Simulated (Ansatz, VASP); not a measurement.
**Ni: VASP beside Ansatz**

```
CELL_PARAMETERS angstrom
0.00000 1.73807 1.73807
1.73807 0.00000 1.73807
1.73807 1.73807 0.00000
ATOMIC_POSITIONS crystal
Ni 0.00000 0.00000 0.00000
```

Alike in both runs: task single point; functional r2SCAN; k mesh 15 × 15 × 15; occupations fermi-dirac, width 1 eV; collinear spin.

|  | VASP | Ansatz |
| --- | --- | --- |
| version | VASP 6.6.1 | Ansatz 0.2.0 |
| potentials or method | VASP PAW PBE potentials, release 64 (Ni), cutoff 520 eV | plane waves (500 eV) with PAW, scalar-relativistic |
| valence electrons in the cell | 10 | 18 |

Ansatz gave:

```
pressure (GPa)           : 19.9
net moment per atom (μB) : 0.00
```

**Question.** Which values does VASP return?

**Answer.** Pressure (GPa): 20.4; net moment per atom (μB): 0.00.

VASP's potentials were made for PBE, not for r2SCAN. VASP's potentials hold 10 valence electrons a cell and Ansatz's 18, so a difference there can come from the potentials and not from the codes. Ansatz's warnings: seeded moment not kept, stability check not made.
